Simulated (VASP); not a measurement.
# Cu (Pmmn) in VASP: notebook

The runs below take Cu through single point, with PBEsol.

Everything below comes from runs of VASP 6.6.1. Logs are shortened: lines on timing, memory, paths and dates and some standing lists are left out, and cuts for length are marked.

## 1. The cell of the first run

It takes space group Pmmn (No. 59, orthorhombic). Conventional cell: a = 2.556 Å, b = 3.615 Å, c = 2.556 Å, α = 90.00°, β = 90.00°, γ = 90.00°. Cu (site symmetry mm2) has 12 Cu at 2.32 to 2.90 Å within 3.1 Å.

## 2. Single point, PBEsol (atoms displaced along a vibrational mode)

Contents of INCAR:

```
SYSTEM = Cu
ALGO = Fast
EDIFF = 1E-6
ENCUT = 520
GGA = PS
ISIF = 2
ISMEAR = 0
LASPH = .TRUE.
LCHARG = .FALSE.
LREAL = .FALSE.
LWAVE = .FALSE.
NBANDS = 18
NELM = 100
PREC = Accurate
SIGMA = 0.15
```

Contents of KPOINTS:

```
k-points
0
G
  18 18 14
  0 0 0
```

Contents of POSCAR:

```
Cu
1.0
    0.0000000000     -1.8075000000     -1.8075000000
    0.0000000000      1.8075000000     -1.8075000000
    3.6150000000      0.0000000000      0.0000000000
Cu
2
Direct
    0.6173621214      0.5000000000      0.5000000000
   -0.1173621214      0.0000000000      0.0000000000
```

Potentials or basis: VASP PAW PBE potentials, release 64 (Cu).

Command:

```bash
$ cat potpaw_PBE.64/Cu/POTCAR > POTCAR
$ mpirun -np 1 vasp_std > vasp.out
```

OUTCAR:

```text
SYSTEM = Cu
   EDIFF = 1E-6
   ENCUT = 520
   GGA = PS
   ISIF = 2
   ISMEAR = 0
   LASPH = .TRUE.
   LREAL = .FALSE.
   NELM = 100
   PREC = Accurate

 ion  position               nearest neighbor table
   1  0.617  0.500  0.500-   2 2.32   2 2.32   2 2.32   2 2.32
   2  0.883  0.000  0.000-   1 2.32   1 2.32   1 2.32   1 2.32

  LATTYP: Found a simple tetragonal cell.
 ALAT       =     2.5561910140
 C/A-ratio  =     1.4142135624

  Lattice vectors:

 A1 = (   0.0000000000,  -1.8075000000,  -1.8075000000)
 A2 = (   0.0000000000,   1.8075000000,  -1.8075000000)
 A3 = (   3.6150000000,   0.0000000000,   0.0000000000)

Analysis of symmetry for initial positions (statically):
=====================================================================
 Subroutine PRICEL returns:
 Original cell was already a primitive cell.

 Routine SETGRP: Setting up the symmetry group for a
 simple tetragonal supercell.

 Subroutine GETGRP returns: Found  8 space group operations
 (whereof  4 operations were pure point group operations)
 out of a pool of 16 trial point group operations.

The static configuration has the point symmetry C_2v.
 The point group associated with its full space group is D_2h.

Analysis of symmetry for dynamics (positions and initial velocities):
=====================================================================
 Subroutine PRICEL returns:
 Original cell was already a primitive cell.

 Routine SETGRP: Setting up the symmetry group for a
 simple tetragonal supercell.

 Subroutine GETGRP returns: Found  8 space group operations
 (whereof  4 operations were pure point group operations)
 out of a pool of 16 trial point group operations.

The dynamic configuration has the point symmetry C_2v.
 The point group associated with its full space group is D_2h.

 Subroutine INISYM returns: Found  8 space group operations
 (whereof  4 operations are pure point group operations),
 and found     1 'primitive' translations

----------------------------------------------------------------------------------------

                                     Primitive cell

  volume of cell :      23.6208

  direct lattice vectors                    reciprocal lattice vectors
     0.000000000 -1.807500000 -1.807500000     0.000000000 -0.276625173 -0.276625173
     0.000000000  1.807500000 -1.807500000     0.000000000  0.276625173 -0.276625173
     3.615000000  0.000000000  0.000000000     0.276625173  0.000000000  0.000000000

  length of vectors
     2.556191014  2.556191014  3.615000000     0.391207071  0.391207071  0.276625173

  position of ions in fractional coordinates (direct lattice)
     0.617362121  0.500000000  0.500000000
     0.882637879  0.000000000  0.000000000

  ion indices of the primitive-cell ions
   primitive index   ion index
                 1           1
                 2           2

----------------------------------------------------------------------------------------

 KPOINTS: k-points

Automatic generation of k-mesh.
 Grid dimensions read from file:
 generate k-points for:   18   18   14

 Generating k-lattice:

  Cartesian coordinates                     Fractional coordinates (reciprocal lattice)
     0.000000000 -0.015368065 -0.015368065     0.055555556  0.000000000  0.000000000
     0.000000000  0.015368065 -0.015368065     0.000000000  0.055555556  0.000000000
     0.019758941  0.000000000  0.000000000     0.000000000  0.000000000  0.071428571

  Length of vectors
     0.021733726  0.021733726  0.019758941

  Shift w.r.t. Gamma in fractional coordinates (k-lattice)
     0.000000000  0.000000000  0.000000000

 Subroutine IBZKPT returns following result:
 ===========================================

 Found    800 irreducible k-points:

 Following reciprocal coordinates:
            Coordinates               Weight
  0.000000  0.000000  0.000000      1.000000
  0.055556  0.000000  0.000000      2.000000
  0.000000  0.055556  0.000000      2.000000
  0.111111  0.000000  0.000000      2.000000
  0.000000  0.111111  0.000000      2.000000
  0.166667  0.000000  0.000000      2.000000
[... 16 lines left out ...]
  0.166667  0.055556  0.000000      4.000000
 -0.055556  0.166667  0.000000      4.000000
 [... further k-points ...]
   k-points           NKPTS =    800   k-points in BZ     NKDIM =    800   number of bands    NBANDS=     18
   number of dos      NEDOS =    301   number of ions     NIONS =      2
   total plane-waves  NPLWV =  11200
   dimension x,y,z NGX =    20 NGY =   20 NGZ =   28
   dimension x,y,z NGXF=    40 NGYF=   40 NGZF=   56
   ions per type =               2
   NGX,Y,Z   is equivalent  to a cutoff of  13.01, 13.01, 12.88 a.u.
   NGXF,Y,Z  is equivalent  to a cutoff of  26.01, 26.01, 25.75 a.u.
 SYSTEM =  Cu
   PREC   = accura    normal or accurate (medium, high low for compatibility)
   ISTART =      0    job   : 0-new  1-cont  2-samecut
   ICHARG =      2    charge: 1-file 2-atom 10-const
   ISPIN  =      1    spin polarized calculation?
   LNONCOLLINEAR =      F non collinear calculations
   LSORBIT =      F    spin-orbit coupling
   LASPH  =      T    aspherical Exc in radial PAW
   ENCUT  =  520.0 eV  38.22 Ry    6.18 a.u.   4.75  4.75  6.72*2*pi/ulx,y,z
   NELM   =    100;   NELMIN=  2; NELMDL= -5     # of ELM steps
   EDIFF  = 0.1E-05   stopping-criterion for ELM
   LREAL  =      F    real-space projection
   EDIFFG = 0.1E-04   stopping-criterion for IOM
   NSW    =      0    number of steps for IOM
   IBRION =     -1    ionic relax: 0-MD 1-quasi-New 2-CG
   NFREE  =      0    steps in history (QN), initial steepest desc. (CG)
   ISIF   =      2    stress and relaxation
   ISYM   =      2    0-nonsym 1-usesym 2-fastsym
   POTIM  = 0.5000    time-step for ionic-motion
   TEBEG  =    0.0;   TEEND  =   0.0 temperature during run
   PSTRESS=    0.0 pullay stress
   NELECT =      22.0000    total number of electrons
   NUPDOWN=      -1.0000    fix difference up-down
   EMIN   =  10.00;   EMAX   =-10.00  energy-range for DOS
   EFERMI =   0.00;   METHOD = LEGACY
   ISMEAR =     0;   SIGMA  =   0.15  broadening in eV -4-tet -1-fermi 0-gaus
   EFERMI_NEDOS =   21; number of points for ismear=-14 and -15
   IALGO  =     68    algorithm
   IMIX   =      4    mixing-type and parameters
     AMIX     =   0.40;   BMIX     =  1.00
     AMIX_MAG =   1.60;   BMIX_MAG =  1.00
  volume/ion in A,a.u.               =      11.81        79.70
  Fermi-wavevector in a.u.,A,eV,Ry     =   1.598763  3.021224 34.777078  2.556043
  Thomas-Fermi vector in A             =   2.696162
   LORBIT       =      0    0 simple, 1 ext, 2 COOP (PROOUT), +10 PAW based schemes
   GGA     = PS    functional components
   LHFCALC =     F    Hartree Fock is set to
   AEXX    =    0.0000 exact exchange contribution
   IVDW    =     0    specifies the selected vdW correction
   LEPSILON=     F    determine dielectric tensor
   LRPA    =     F    only Hartree local field effects (RPA)
 non-spin polarized calculation
 RMM-DIIS sequential band-by-band and
 Gauss-broadening in eV      SIGMA  =   0.15
  energy-cutoff  :      520.00
  volume of cell :       23.62
 maximum number of plane-waves:       664
   NGX =  9   NGY =  9   NGZ = 13

 number of electron      21.9999977 magnetization

 Free energy of the ion-electron system (eV)
  ---------------------------------------------------
  ext. energy  EPLUGINS =         0.00000000
  ---------------------------------------------------
  free energy    TOTEN  =        -8.09353389 eV

  energy without entropy =       -8.08785823  energy(sigma->0) =       -8.09069606

 E-fermi :   7.4132     XC(G=0): -12.8629

 val. band max:        7.4010904925   @ k =   0.2222   0.1667   0.3571
 cond. band min:       7.4134445882   @ k =   0.1111   0.0556   0.2143
 fundamental gap:      0.0123540957
 Fermi energy:         7.4131796837

 k-point     1 :       0.0000    0.0000    0.0000
  band No.  band energies     occupation
      1      -1.9722      2.00000
      2       2.3012      2.00000
      3       3.3777      2.00000
      4       3.7665      2.00000
      5       3.8385      2.00000
      6       4.9194      2.00000
[... 10 lines left out ...]
     17      26.2236      0.00000
     18      30.7499      0.00000

 k-point     2 :       0.0556    0.0000    0.0000
  band No.  band energies     occupation
      1      -1.8991      2.00000
      2       2.3228      2.00000
      3       3.3851      2.00000
      4       3.8180      2.00000
      5       3.8457      2.00000
      6       4.8803      2.00000
[... 10 lines left out ...]
     17      26.2809      0.00000
     18      30.4869      0.00000

 k-point     3 :       0.0000    0.0556    0.0000
  band No.  band energies     occupation
      1      -1.8965      2.00000
      2       2.3397      2.00000
      3       3.3853      2.00000
      4       3.7733      2.00000
      5       3.8170      2.00000
      6       4.9009      2.00000
[... 10 lines left out ...]
     17      27.1342      0.00000
     18      30.0492      0.00000

 k-point     4 :       0.1111    0.0000    0.0000
  band No.  band energies     occupation
      1      -1.6817      2.00000
      2       2.3844      2.00000
      3       3.4114      2.00000
      4       3.8666      2.00000
      5       3.9640      2.00000
      6       4.7154      2.00000
[... 375 lines left out ...]
      4       3.7591      2.00000
      5       3.8402      2.00000
      6       4.8168      2.00000
[... 10 lines left out ...]
     17      28.5864      0.00000
     18      29.1216      0.00000

 k-point    23 :       0.1667    0.0556    0.0000
  band No.  band energies     occupation
      1      -1.2523      2.00000
      2       2.5133      2.00000
      3       3.4685      2.00000
      4       3.8533      2.00000
      5       4.1940      2.00000
      6       4.4777      2.00000
[... 10 lines left out ...]
     17      27.1323      0.00000
     18      27.7873      0.00000

 k-point    24 :      -0.0556    0.1667    0.0000
  band No.  band energies     occupation
      1      -1.2293      2.00000
      2       2.6359      2.00000
      3       3.4510      2.00000
      4       3.6701      2.00000
      5       3.8546      2.00000
      6       4.6553      2.00000
[... 10 lines left out ...]
     17      26.8396      0.00000
     18      27.8424      0.00000

 [... further k-points ...]

------------------------ aborting loop because EDIFF is reached ----------------------------------------

  FORCE on cell =-STRESS in cart. coord.  units (eV):
  Direction    XX          YY          ZZ          XY          YZ          ZX
  --------------------------------------------------------------------------------------
  -------------------------------------------------------------------------------------
  Total        2.7056603     -0.3398964     -0.3398964      0.0000000     -1.1102798      0.0000000
  in kB      183.5223446    -23.0548482    -23.0548482      0.0000000    -75.3092101      0.0000000
  external PRESSURE =      45.8042161 kB  Pullay stress =       0.0000000 kB

 VOLUME and BASIS-vectors are now :
 -----------------------------------------------------------------------------
  energy-cutoff  :      520.00
  volume of cell :       23.62
      direct lattice vectors                 reciprocal lattice vectors
     0.000000000 -1.807500000 -1.807500000     0.000000000 -0.276625173 -0.276625173
     0.000000000  1.807500000 -1.807500000     0.000000000  0.276625173 -0.276625173
     3.615000000  0.000000000  0.000000000     0.276625173  0.000000000  0.000000000

 POSITION                                       TOTAL-FORCE (eV/Angst)
 -----------------------------------------------------------------------------------
      1.80750     -0.21213     -2.01963         0.000000      1.025761      1.025761
      0.00000     -1.59537     -1.59537         0.000000     -1.025761     -1.025761
 -----------------------------------------------------------------------------------
    total drift:                               -0.000000      0.000000      0.000000

  FREE ENERGIE OF THE ION-ELECTRON SYSTEM (eV)
  ---------------------------------------------------
  free  energy   TOTEN  =        -8.0935338914 eV

  energy  without entropy=       -8.0878582259  energy(sigma->0) =       -8.09069606
```

It took 5.4 min on 1 thread of Intel Xeon Platinum 8259CL at 2.50GHz (Skylake/Cascade Lake), shared host; peak memory 0.37 GiB.

Results:

- Free energy: -8.0935 eV
- Pressure: 4.6 GPa
- Largest force: 1.451 eV/Å
- Band gap on the k mesh: zero (bands 11 and 12 overlap by 6.52 eV)

Forces on the atoms (eV/Å):
```
Cu   0.000  1.026  1.026
Cu   0.000 -1.026 -1.026
```

Stress tensor (GPa, compression positive):
```
18.35  0.00  0.00
 0.00 -2.31 -7.53
 0.00 -7.53 -2.31
```

Levels at points of the mesh, in eV from the Fermi level:
```csv
k point,band 9,band 10,band 11,band 12,band 13,band 14
"(0.00, 0.00, 0.00)",-2.01,-1.93,-1.24,1.48,7.12,13.04
"(0.50, 0.00, 0.00)",-2.36,-1.37,-1.00,0.33,7.40,9.14
"(0.00, 0.50, 0.00)",-1.98,-1.98,-0.36,-0.36,9.77,9.77
"(0.50, 0.50, 0.00)",-1.54,-1.54,2.24,2.24,6.21,6.21
"(0.00, 0.00, 0.50)",-1.86,-1.86,-1.78,-1.78,15.99,15.99
"(0.50, 0.00, 0.50)",-1.83,-1.83,-0.02,-0.02,3.15,3.15
"(0.00, 0.50, 0.50)",-1.64,-1.64,-1.00,-1.00,3.83,3.83
"(0.50, 0.50, 0.50)",-1.54,-1.54,4.74,4.74,5.62,5.62
```

Caveat: the cell differs from its parent crystal (atoms displaced along a vibrational mode); the cell stands under pressure; the PAW data sets were made with another functional, which shifts forces and pressure a little.

(Part 1 of 2 ends here.)
